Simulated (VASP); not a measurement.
# Li (R-3m) in VASP: notebook

The runs below take Li through single point, with PBE.

Program: VASP 6.6.1. These are calculated values, not measurements. Logs are shortened: lines on timing, memory, paths and dates and some standing lists are left out, and cuts for length are marked.

**1. The cell of the first run**

It takes space group R-3m (No. 166, trigonal). The conventional cell has a = 4.414 Å, b = 4.414 Å, c = 3.811 Å, α = 90.00°, β = 90.00°, γ = 120.00°. Within 3.9 Å of Li (site symmetry -3m) lie 14 Li at 2.85 to 3.81 Å.

**2. Single point, PBE**

Input file INCAR:

```
PREC = Accurate
ENCUT = 520
EDIFF = 1E-6
ISMEAR = 0
SIGMA = 0.15
LREAL = False
LASPH = True
NELM = 80
ALGO = Fast
ISIF = 2
LWAVE = False
LCHARG = False
GGA = PE
NBANDS = 8
```

Input file KPOINTS:

```
regular mesh
0
Gamma
  22 22 22
```

Input file POSCAR:

```
Li
1.0
   -1.3473389156      1.7739095376      1.7739095376
    1.7739095376     -1.3473389156      1.7739095376
    1.7739095376      1.7739095376     -1.3473389156
Li
1
Direct
    0.0000000000      0.0000000000      0.0000000000
```

Potentials or basis: VASP PAW PBE potentials, release 64 (Li_sv).

The run is started by

```console
$ cat potpaw_PBE.64/Li_sv/POTCAR > POTCAR
$ mpirun -np 1 vasp_std > vasp.out
```

OUTCAR:

```text
PREC = Accurate
   ENCUT = 520
   EDIFF = 1E-6
   ISMEAR = 0
   LREAL = False
   LASPH = True
   NELM = 80
   ISIF = 2
   GGA = PE

 ion  position               nearest neighbor table
   1  0.000  0.000  0.000-

  LATTYP: Found a trigonal (rhomboedric) cell.
 ALAT       =     2.8476011393
 COS(alpha) =    -0.2014297013

  Lattice vectors:

 A1 = (  -1.3473389156,   1.7739095376,   1.7739095376)
 A2 = (   1.7739095376,  -1.3473389156,   1.7739095376)
 A3 = (   1.7739095376,   1.7739095376,  -1.3473389156)

Analysis of symmetry for initial positions (statically):
=====================================================================
 Subroutine PRICEL returns:
 Original cell was already a primitive cell.

 Routine SETGRP: Setting up the symmetry group for a
 trigonal (rhombohedral) supercell.

 Subroutine GETGRP returns: Found 12 space group operations
 (whereof 12 operations were pure point group operations)
 out of a pool of 12 trial point group operations.

The static configuration has the point symmetry D_3d.

Analysis of symmetry for dynamics (positions and initial velocities):
=====================================================================
 Subroutine PRICEL returns:
 Original cell was already a primitive cell.

 Routine SETGRP: Setting up the symmetry group for a
 trigonal (rhombohedral) supercell.

 Subroutine GETGRP returns: Found 12 space group operations
 (whereof 12 operations were pure point group operations)
 out of a pool of 12 trial point group operations.

The dynamic configuration has the point symmetry D_3d.

 Subroutine INISYM returns: Found 12 space group operations
 (whereof 12 operations are pure point group operations),
 and found     1 'primitive' translations

----------------------------------------------------------------------------------------

                                     Primitive cell

  volume of cell :      21.4375

  direct lattice vectors                    reciprocal lattice vectors
    -1.347338916  1.773909538  1.773909538    -0.062107657  0.258276963  0.258276963
     1.773909538 -1.347338916  1.773909538     0.258276963 -0.062107657  0.258276963
     1.773909538  1.773909538 -1.347338916     0.258276963  0.258276963 -0.062107657

  length of vectors
     2.847601139  2.847601139  2.847601139     0.370501472  0.370501472  0.370501472

  position of ions in fractional coordinates (direct lattice)
     0.000000000  0.000000000  0.000000000

  ion indices of the primitive-cell ions
   primitive index   ion index
                 1           1

----------------------------------------------------------------------------------------

 KPOINTS: regular mesh

Automatic generation of k-mesh.
 Grid dimensions read from file:
 generate k-points for:   22   22   22

 Generating k-lattice:

  Cartesian coordinates                     Fractional coordinates (reciprocal lattice)
    -0.002823075  0.011739862  0.011739862     0.045454545  0.000000000  0.000000000
     0.011739862 -0.002823075  0.011739862     0.000000000  0.045454545  0.000000000
     0.011739862  0.011739862 -0.002823075     0.000000000  0.000000000  0.045454545

  Length of vectors
     0.016840976  0.016840976  0.016840976

  Shift w.r.t. Gamma in fractional coordinates (k-lattice)
     0.000000000  0.000000000  0.000000000

 Subroutine IBZKPT returns following result:
 ===========================================

 Found   1024 irreducible k-points:

 Following reciprocal coordinates:
            Coordinates               Weight
  0.000000  0.000000  0.000000      1.000000
  0.045455  0.000000  0.000000      6.000000
  0.090909  0.000000  0.000000      6.000000
  0.136364  0.000000  0.000000      6.000000
  0.181818 -0.000000 -0.000000      6.000000
  0.227273  0.000000  0.000000      6.000000
[... 16 lines left out ...]
  0.500000  0.045455 -0.000000     12.000000
 -0.454545  0.045455 -0.000000     12.000000
 [... further k-points ...]
   k-points           NKPTS =   1024   k-points in BZ     NKDIM =   1024   number of bands    NBANDS=      8
   number of dos      NEDOS =    301   number of ions     NIONS =      1
   total plane-waves  NPLWV =  13824
   dimension x,y,z NGX =    24 NGY =   24 NGZ =   24
   dimension x,y,z NGXF=    48 NGYF=   48 NGZF=   48
   ions per type =               1
   NGX,Y,Z   is equivalent  to a cutoff of  14.01, 14.01, 14.01 a.u.
   NGXF,Y,Z  is equivalent  to a cutoff of  28.02, 28.02, 28.02 a.u.
 SYSTEM =  unknown system
   PREC   = accura    normal or accurate (medium, high low for compatibility)
   ISTART =      0    job   : 0-new  1-cont  2-samecut
   ICHARG =      2    charge: 1-file 2-atom 10-const
   ISPIN  =      1    spin polarized calculation?
   LNONCOLLINEAR =      F non collinear calculations
   LSORBIT =      F    spin-orbit coupling
   LASPH  =      T    aspherical Exc in radial PAW
   ENCUT  =  520.0 eV  38.22 Ry    6.18 a.u.   5.29  5.29  5.29*2*pi/ulx,y,z
   NELM   =     80;   NELMIN=  2; NELMDL= -5     # of ELM steps
   EDIFF  = 0.1E-05   stopping-criterion for ELM
   LREAL  =      F    real-space projection
   EDIFFG = 0.1E-04   stopping-criterion for IOM
   NSW    =      0    number of steps for IOM
   IBRION =     -1    ionic relax: 0-MD 1-quasi-New 2-CG
   NFREE  =      0    steps in history (QN), initial steepest desc. (CG)
   ISIF   =      2    stress and relaxation
   ISYM   =      2    0-nonsym 1-usesym 2-fastsym
   POTIM  = 0.5000    time-step for ionic-motion
   TEBEG  =    0.0;   TEEND  =   0.0 temperature during run
   PSTRESS=    0.0 pullay stress
   NELECT =       3.0000    total number of electrons
   NUPDOWN=      -1.0000    fix difference up-down
   EMIN   =  10.00;   EMAX   =-10.00  energy-range for DOS
   EFERMI =   0.00;   METHOD = LEGACY
   ISMEAR =     0;   SIGMA  =   0.15  broadening in eV -4-tet -1-fermi 0-gaus
   EFERMI_NEDOS =   21; number of points for ismear=-14 and -15
   IALGO  =     68    algorithm
   IMIX   =      4    mixing-type and parameters
     AMIX     =   0.40;   BMIX     =  1.00
     AMIX_MAG =   1.60;   BMIX_MAG =  1.00
  volume/ion in A,a.u.               =      21.44       144.67
  Fermi-wavevector in a.u.,A,eV,Ry     =   0.849944  1.606162  9.828924  0.722406
  Thomas-Fermi vector in A             =   1.965845
   LORBIT       =      0    0 simple, 1 ext, 2 COOP (PROOUT), +10 PAW based schemes
   GGA     = PE    functional components
   LHFCALC =     F    Hartree Fock is set to
   AEXX    =    0.0000 exact exchange contribution
   IVDW    =     0    specifies the selected vdW correction
   LEPSILON=     F    determine dielectric tensor
   LRPA    =     F    only Hartree local field effects (RPA)
 non-spin polarized calculation
 RMM-DIIS sequential band-by-band and
 Gauss-broadening in eV      SIGMA  =   0.15
  energy-cutoff  :      520.00
  volume of cell :       21.44
 maximum number of plane-waves:       604
 NGX is ok and might be reduce to    24
   NGX = 11   NGY = 11   NGZ = 11

 number of electron       2.9999997 magnetization

 Free energy of the ion-electron system (eV)
  ---------------------------------------------------
  ext. energy  EPLUGINS =         0.00000000
  ---------------------------------------------------
  free energy    TOTEN  =        -1.84097262 eV

  energy without entropy =       -1.83612493  energy(sigma->0) =       -1.83854877

 E-fermi :   0.4328     XC(G=0):  -6.9080

 val. band max:        0.4310013968   @ k =   0.5000   0.1818   0.0909
 cond. band min:       0.4380426628   @ k =  -0.2727   0.4545   0.0455
 fundamental gap:      0.0070412660
 Fermi energy:         0.4328094787

 k-point     1 :       0.0000    0.0000    0.0000
  band No.  band energies     occupation
      1     -46.3052      2.00000
      2      -2.9976      2.00000
      3      12.1019      0.00000
      4      13.3359      0.00000
      5      13.3359      0.00000
      6      15.5290      0.00000
      7      15.5290      0.00000
      8      19.9128      0.00000

 k-point     2 :       0.0455    0.0000    0.0000
  band No.  band energies     occupation
      1     -46.3048      2.00000
      2      -2.9653      2.00000
      3      11.9109      0.00000
      4      12.8405      0.00000
      5      13.2892      0.00000
      6      15.6428      0.00000
      7      16.2533      0.00000
      8      19.8199      0.00000

 k-point     3 :       0.0909    0.0000    0.0000
  band No.  band energies     occupation
      1     -46.3039      2.00000
      2      -2.8690      2.00000
      3      11.0161      0.00000
      4      12.5334      0.00000
      5      13.1789      0.00000
      6      15.9493      0.00000
      7      17.5495      0.00000
      8      19.5698      0.00000

 k-point     4 :       0.1364    0.0000    0.0000
  band No.  band energies     occupation
      1     -46.3025      2.00000
      2      -2.7087      2.00000
      3       9.7964      0.00000
      4      12.5071      0.00000
      5      13.0581      0.00000
      6      16.3760      0.00000
      7      18.8783      0.00000
      8      19.2433      0.00000

 k-point     5 :       0.1818   -0.0000   -0.0000
  band No.  band energies     occupation
      1     -46.3008      2.00000
      2      -2.4854      2.00000
      3       8.5616      0.00000
      4      12.5301      0.00000
      5      12.9645      0.00000
      6      16.8336      0.00000
      7      18.9075      0.00000
      8      20.0592      0.00000
[... 177 lines left out ...]
 k-point    22 :       0.4545    0.0455   -0.0000
  band No.  band energies     occupation
      1     -46.2902      2.00000
      2      -0.0499      1.99999
      3       2.7446      0.00000
      4      12.1473      0.00000
      5      12.9884      0.00000
      6      16.2385      0.00000
      7      18.8314      0.00000
      8      22.0046      0.00000

 k-point    23 :       0.5000    0.0455   -0.0000
  band No.  band energies     occupation
      1     -46.2899      2.00000
      2       0.0352      1.99982
      3       2.6284      0.00000
      4      12.2942      0.00000
      5      13.1867      0.00000
      6      15.9524      0.00000
      7      18.5649      0.00000
      8      21.9692      0.00000

 k-point    24 :      -0.4545    0.0455   -0.0000
  band No.  band energies     occupation
      1     -46.2903      2.00000
      2      -0.2204      2.00000
      3       2.9976      0.00000
      4      12.4328      0.00000
      5      13.3919      0.00000
      6      15.8164      0.00000
      7      18.2376      0.00000
      8      21.9059      0.00000

 [... further k-points ...]

------------------------ aborting loop because EDIFF is reached ----------------------------------------

  FORCE on cell =-STRESS in cart. coord.  units (eV):
  Direction    XX          YY          ZZ          XY          YZ          ZX
  --------------------------------------------------------------------------------------
  -------------------------------------------------------------------------------------
  Total       -0.0992548     -0.0992548     -0.0992548     -0.1278019     -0.1278019     -0.1278019
  in kB       -7.4180164     -7.4180164     -7.4180164     -9.5515452     -9.5515452     -9.5515452
  external PRESSURE =      -7.4180164 kB  Pullay stress =       0.0000000 kB

 VOLUME and BASIS-vectors are now :
 -----------------------------------------------------------------------------
  energy-cutoff  :      520.00
  volume of cell :       21.44
      direct lattice vectors                 reciprocal lattice vectors
    -1.347338916  1.773909538  1.773909538    -0.062107657  0.258276963  0.258276963
     1.773909538 -1.347338916  1.773909538     0.258276963 -0.062107657  0.258276963
     1.773909538  1.773909538 -1.347338916     0.258276963  0.258276963 -0.062107657

 POSITION                                       TOTAL-FORCE (eV/Angst)
 -----------------------------------------------------------------------------------
      0.00000      0.00000      0.00000         0.000000      0.000000      0.000000
 -----------------------------------------------------------------------------------
    total drift:                               -0.000000      0.000000     -0.000000

  FREE ENERGIE OF THE ION-ELECTRON SYSTEM (eV)
  ---------------------------------------------------
  free  energy   TOTEN  =        -1.8409726172 eV

  energy  without entropy=       -1.8361249301  energy(sigma->0) =       -1.83854877
```

It took 2 min on 1 thread of Intel Xeon Platinum 8488C (Sapphire Rapids), shared host; peak memory 0.24 GiB.

What came out:

```yaml
Free_energy: -1.8410 eV
Band_gap_on_the_k_mesh: zero (an odd number of electrons rules out a gap without spin polarisation)
```

Caveat: the cutoff is under 1.25 times the usual one of these potentials, so pressure, stress and relaxed cells hold a basis-set (Pulay) error.

(Part 1 of 2 ends here.)

The gap in the log of VASP goes by the Fermi energy; the results here count the filled bands.